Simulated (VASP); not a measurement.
# SrTiO3 (Pm-3m) in VASP: further runs, part 3 of 3

VASP 6.6.1. The steps go on from the part before.

### Step 4. Relaxation of cell and atoms, LDA

File INCAR:

```
  PREC = Accurate
  ENCUT = 600
  EDIFF = 1E-7
  ISMEAR = 0
  SIGMA = 0.02
  LREAL = F
  LASPH = T
  NELM = 120
  ALGO = Normal
  ISIF = 3
  LWAVE = F
  LCHARG = F
  GGA = CA
  IBRION = 2
  NSW = 100
  EDIFFG = -0.002
  GGA_COMPAT = F
  NELMIN = 4
```

File KPOINTS:

```
regular mesh
0
Gamma
  8 8 8
```

File POSCAR:

```
SrTiO3
1.0
    3.8545763383      0.0000000000      0.0000000000
    0.0000000000      3.8545763383      0.0000000000
    0.0000000000      0.0000000000      3.8545763383
Sr Ti O
1 1 3
Direct
    0.0000000000      0.0000000000      0.0000000000
    0.5000000000      0.5000000000      0.5000000000
    0.5000000000      0.0000000000      0.5000000000
    0.5000000000      0.5000000000      0.0000000000
    0.0000000000      0.5000000000      0.5000000000
```

Potentials or basis: VASP PAW LDA potentials, release 64 (Sr_sv, Ti_sv, O).

Started as:

```bash
cat potpaw_LDA.64/Sr_sv/POTCAR potpaw_LDA.64/Ti_sv/POTCAR potpaw_LDA.64/O/POTCAR > POTCAR
mpirun -np 1 vasp_std > vasp.out
```

OUTCAR:

```text
PREC = Accurate
   ENCUT = 600
   EDIFF = 1E-7
   ISMEAR = 0
   LREAL = F
   LASPH = T
   NELM = 120
   ISIF = 3
   GGA = CA
   IBRION = 2
   NSW = 100
   EDIFFG = -0.002
   NELMIN = 4

 ion  position               nearest neighbor table
   1  0.000  0.000  0.000-   3 2.73   4 2.73   5 2.73   3 2.73   5 2.73   4 2.73   5 2.73   5 2.73
                             3 2.73   4 2.73   3 2.73   4 2.73   2 3.34   2 3.34   2 3.34   2 3.34
   2  0.500  0.500  0.500-   3 1.93   4 1.93   5 1.93   4 1.93   3 1.93   5 1.93   1 3.34   1 3.34
                             1 3.34   1 3.34   1 3.34   1 3.34   1 3.34   1 3.34
   3  0.500  0.000  0.500-   2 1.93   2 1.93   1 2.73   1 2.73   1 2.73   1 2.73
   4  0.500  0.500  0.000-   2 1.93   2 1.93   1 2.73   1 2.73   1 2.73   1 2.73
   5  0.000  0.500  0.500-   2 1.93   2 1.93   1 2.73   1 2.73   1 2.73   1 2.73

  LATTYP: Found a simple cubic cell.
 ALAT       =     3.8545763383

  Lattice vectors:

 A1 = (   3.8545763383,   0.0000000000,   0.0000000000)
 A2 = (   0.0000000000,   3.8545763383,   0.0000000000)
 A3 = (   0.0000000000,   0.0000000000,   3.8545763383)

Analysis of symmetry for initial positions (statically):
=====================================================================
 Subroutine PRICEL returns:
 Original cell was already a primitive cell.

 Routine SETGRP: Setting up the symmetry group for a
 simple cubic supercell.

 Subroutine GETGRP returns: Found 48 space group operations
 (whereof 48 operations were pure point group operations)
 out of a pool of 48 trial point group operations.

The static configuration has the point symmetry O_h .

Analysis of symmetry for dynamics (positions and initial velocities):
=====================================================================
 Subroutine PRICEL returns:
 Original cell was already a primitive cell.

 Routine SETGRP: Setting up the symmetry group for a
 simple cubic supercell.

 Subroutine GETGRP returns: Found 48 space group operations
 (whereof 48 operations were pure point group operations)
 out of a pool of 48 trial point group operations.

The dynamic configuration has the point symmetry O_h .

 Subroutine INISYM returns: Found 48 space group operations
 (whereof 48 operations are pure point group operations),
 and found     1 'primitive' translations

----------------------------------------------------------------------------------------

                                     Primitive cell

  volume of cell :      57.2704

  direct lattice vectors                    reciprocal lattice vectors
     3.854576338  0.000000000  0.000000000     0.259431884  0.000000000  0.000000000
     0.000000000  3.854576338  0.000000000     0.000000000  0.259431884  0.000000000
     0.000000000  0.000000000  3.854576338     0.000000000  0.000000000  0.259431884

  length of vectors
     3.854576338  3.854576338  3.854576338     0.259431884  0.259431884  0.259431884

  position of ions in fractional coordinates (direct lattice)
     0.000000000  0.000000000  0.000000000
     0.500000000  0.500000000  0.500000000
     0.500000000  0.000000000  0.500000000
     0.500000000  0.500000000  0.000000000
     0.000000000  0.500000000  0.500000000

  ion indices of the primitive-cell ions
   primitive index   ion index
                 1           1
                 2           2
                 3           3
[... 57 lines left out ...]
   number of dos      NEDOS =    301   number of ions     NIONS =      5
   total plane-waves  NPLWV =  32768
   dimension x,y,z NGX =    32 NGY =   32 NGZ =   32
   dimension x,y,z NGXF=    64 NGYF=   64 NGZF=   64
   ions per type =               1   1   3
   NGX,Y,Z   is equivalent  to a cutoff of  13.80, 13.80, 13.80 a.u.
   NGXF,Y,Z  is equivalent  to a cutoff of  27.60, 27.60, 27.60 a.u.
 SYSTEM =  unknown system
   PREC   = accura    normal or accurate (medium, high low for compatibility)
   ISTART =      0    job   : 0-new  1-cont  2-samecut
   ICHARG =      2    charge: 1-file 2-atom 10-const
   ISPIN  =      1    spin polarized calculation?
   LNONCOLLINEAR =      F non collinear calculations
   LSORBIT =      F    spin-orbit coupling
   LASPH  =      T    aspherical Exc in radial PAW
   ENCUT  =  600.0 eV  44.10 Ry    6.64 a.u.   7.70  7.70  7.70*2*pi/ulx,y,z
   NELM   =    120;   NELMIN=  4; NELMDL= -5     # of ELM steps
   EDIFF  = 0.1E-06   stopping-criterion for ELM
   LREAL  =      F    real-space projection
   EDIFFG = -.2E-02   stopping-criterion for IOM
   NSW    =    100    number of steps for IOM
   IBRION =      2    ionic relax: 0-MD 1-quasi-New 2-CG
   NFREE  =      1    steps in history (QN), initial steepest desc. (CG)
   ISIF   =      3    stress and relaxation
   ISYM   =      2    0-nonsym 1-usesym 2-fastsym
   POTIM  = 0.5000    time-step for ionic-motion
   TEBEG  =    0.0;   TEEND  =   0.0 temperature during run
   PSTRESS=    0.0 pullay stress
   NELECT =      40.0000    total number of electrons
   NUPDOWN=      -1.0000    fix difference up-down
   EMIN   =  10.00;   EMAX   =-10.00  energy-range for DOS
   EFERMI =   0.00;   METHOD = LEGACY
   ISMEAR =     0;   SIGMA  =   0.02  broadening in eV -4-tet -1-fermi 0-gaus
   EFERMI_NEDOS =   21; number of points for ismear=-14 and -15
   IALGO  =     38    algorithm
   IMIX   =      4    mixing-type and parameters
     AMIX     =   0.40;   BMIX     =  1.00
     AMIX_MAG =   1.60;   BMIX_MAG =  1.00
  volume/ion in A,a.u.               =      11.45        77.30
  Fermi-wavevector in a.u.,A,eV,Ry     =   1.452507  2.744840 28.705246  2.109776
  Thomas-Fermi vector in A             =   2.569881
   LORBIT       =      0    0 simple, 1 ext, 2 COOP (PROOUT), +10 PAW based schemes
   GGA     = CA    functional components
   LHFCALC =     F    Hartree Fock is set to
   AEXX    =    0.0000 exact exchange contribution
   IVDW    =     0    specifies the selected vdW correction
   LEPSILON=     F    determine dielectric tensor
   LRPA    =     F    only Hartree local field effects (RPA)
 conjugate gradient relaxation of ions
 non-spin polarized calculation
 Gauss-broadening in eV      SIGMA  =   0.02
  energy-cutoff  :      600.00
  volume of cell :       57.27
 maximum number of plane-waves:      1936
 NGX is ok and might be reduce to    32
   NGX = 15   NGY = 15   NGZ = 15

--------------------------------------- Ionic step        1  -------------------------------------------

 number of electron      39.9999999 magnetization

 Free energy of the ion-electron system (eV)
  ---------------------------------------------------
  ext. energy  EPLUGINS =         0.00000000
  ---------------------------------------------------
  free energy    TOTEN  =       -44.18347800 eV

  energy without entropy =      -44.18347800  energy(sigma->0) =      -44.18347800

------------------------ aborting loop because EDIFF is reached ----------------------------------------

  FORCE on cell =-STRESS in cart. coord.  units (eV):
  Direction    XX          YY          ZZ          XY          YZ          ZX
  --------------------------------------------------------------------------------------
  -------------------------------------------------------------------------------------
  Total        0.2949284      0.2949284      0.2949284      0.0000000     -0.0000000      0.0000000
  in kB        8.2508220      8.2508220      8.2508220      0.0000000     -0.0000000      0.0000000
  external PRESSURE =       8.2508220 kB  Pullay stress =       0.0000000 kB
[... 65 lines left out ...]
--------------------------------------- Ionic step        3  -------------------------------------------

 number of electron      39.9999996 magnetization

 Free energy of the ion-electron system (eV)
  ---------------------------------------------------
  ext. energy  EPLUGINS =         0.00000000
  ---------------------------------------------------
  free energy    TOTEN  =       -44.18409210 eV

  energy without entropy =      -44.18409210  energy(sigma->0) =      -44.18409210

 E-fermi :   4.3092     XC(G=0): -11.9776

 val. band max:        4.1701331253   @ k =   0.5000   0.5000   0.5000
 cond. band min:       5.9797611679   @ k =   0.0000   0.0000   0.0000
 fundamental gap:      1.8096280426
 Fermi energy:         4.3092173299

 k-point     1 :       0.0000    0.0000    0.0000
  band No.  band energies     occupation
      1     -51.4151      2.00000
      2     -28.2213      2.00000
      3     -28.0926      2.00000
      4     -28.0926      2.00000
      5     -28.0926      2.00000
      6     -13.0882      2.00000
[... 637 lines left out ...]
     23       8.4603      0.00000
     24      10.2838      0.00000

 [... further k-points ...]

------------------------ aborting loop because EDIFF is reached ----------------------------------------

  FORCE on cell =-STRESS in cart. coord.  units (eV):
  Direction    XX          YY          ZZ          XY          YZ          ZX
  --------------------------------------------------------------------------------------
  -------------------------------------------------------------------------------------
  Total       -0.0039983     -0.0039983     -0.0039983      0.0000000      0.0000000     -0.0000000
  in kB       -0.1113934     -0.1113934     -0.1113934      0.0000000      0.0000000     -0.0000000
  external PRESSURE =      -0.1113934 kB  Pullay stress =       0.0000000 kB
[... 20 lines left out ...]
  FREE ENERGIE OF THE ION-ELECTRON SYSTEM (eV)
  ---------------------------------------------------
  free  energy   TOTEN  =       -44.1840920952 eV

  energy  without entropy=      -44.1840920952  energy(sigma->0) =      -44.18409210

 reached required accuracy - stopping structural energy minimisation
```

OSZICAR:

```text
N       E                     dE             d eps       ncg     rms          rms(c)
DAV:   1     0.486222088832E+03    0.48622E+03   -0.24041E+04  1680   0.207E+03
DAV:   2    -0.132776797525E+00   -0.48635E+03   -0.47822E+03  1992   0.537E+02
DAV:   3    -0.517924184031E+02   -0.51660E+02   -0.50403E+02  2456   0.159E+02
[... 32 lines left out ...]
DAV:   5    -0.441840405989E+02   -0.15452E-04   -0.10725E-04  2688   0.763E-02    0.630E-02
DAV:   6    -0.441840753773E+02   -0.34778E-04   -0.47192E-05  2160   0.435E-02    0.284E-02
DAV:   7    -0.441840908032E+02   -0.15426E-04   -0.40201E-05  2544   0.408E-02    0.603E-03
DAV:   8    -0.441840920265E+02   -0.12233E-05   -0.78604E-06  2720   0.149E-02    0.215E-03
DAV:   9    -0.441840920952E+02   -0.68716E-07   -0.52805E-07  2128   0.511E-03
   3 F= -.44184092E+02 E0= -.44184092E+02  d E =-.614099E-03
```

CONTCAR:

```text
SrTiO3
   1.00000000000000
     3.8599099191958084    0.0000000000000000    0.0000000000000000
     0.0000000000000000    3.8599099191958084    0.0000000000000000
     0.0000000000000000   -0.0000000000000000    3.8599099191958084
  Sr              Ti              O
     1     1     3
Direct
     0.0000000000000000    0.0000000000000000    0.0000000000000000
     0.5000000000000000    0.5000000000000000    0.5000000000000000
     0.5000000000000000    0.0000000000000000    0.5000000000000000
     0.5000000000000000    0.5000000000000000    0.0000000000000000
     0.0000000000000000    0.5000000000000000    0.5000000000000000

  0.00000000E+00  0.00000000E+00  0.00000000E+00
  0.00000000E+00  0.00000000E+00  0.00000000E+00
  0.00000000E+00  0.00000000E+00  0.00000000E+00
  0.00000000E+00  0.00000000E+00  0.00000000E+00
  0.00000000E+00  0.00000000E+00  0.00000000E+00
```

Wall time 4.9 min (1 thread of Intel Xeon 8259CL, shared host); peak memory 0.18 GiB.

Results:

```
Free energy                           : -44.1841 eV
Relaxed volume                        : 11.50 Å³/atom
Relaxed cell                          : a = 3.860 Å, b = 3.860 Å, c = 3.860 Å, α = 90.00°, β = 90.00°, γ = 90.00°
Space group after relaxing (to 0.1 Å) : Pm-3m (No. 221)
Energy gained by relaxing             : 0.1 meV/atom
Ionic steps                           : 3
Pressure after relaxing               : 0.0 GPa
Band gap on the k mesh                : 1.81 eV (least direct gap 2.15 eV)
```

The path:
| step | energy change (eV) | largest force (eV/Å) | pressure (GPa) | volume (Å³) |
| --- | --- | --- | --- | --- |
| 1 | 0.0000 | 0.0000 | 0.83 | 57.27 |
| 2 | 0.0001 | 0.0000 | -0.88 | 57.76 |
| 3 | -0.0006 | 0.0000 | -0.01 | 57.51 |

Final structure:
```
CELL_PARAMETERS angstrom
3.85991 0.00000 0.00000
0.00000 3.85991 0.00000
0.00000 0.00000 3.85991
ATOMIC_POSITIONS crystal
Sr 0.00000 0.00000 0.00000
Ti 0.50000 0.50000 0.50000
O 0.50000 0.00000 0.50000
O 0.50000 0.50000 0.00000
O 0.00000 0.50000 0.50000
```

A k mesh can miss the band edges.

### Step 5. Overview

| task | cell | k mesh | smearing | gap on the mesh (eV) | pressure (GPa) |
| --- | --- | --- | --- | --- | --- |
| single point | a = 3.855 Å, 5 atoms | 6 × 6 × 6 | gaussian 0.1 eV | 1.82 | 0.8 |
| single point | a = 3.855 Å, 5 atoms | 8 × 8 × 8 | gaussian 0.02 eV | 1.82 | 0.8 |
| relaxation of cell and atoms | relaxed from a = 3.855 Å, 5 atoms | 8 × 8 × 8 | gaussian 0.02 eV | 1.81 | 0.0 |

Alike in all rows: level LDA; potentials or basis VASP PAW LDA potentials, release 64 (Sr_sv, Ti_sv, O); no spin polarisation; cutoff (eV) 600.

Total energies depend on the potentials used, so only differences within one code and one set of settings carry meaning.
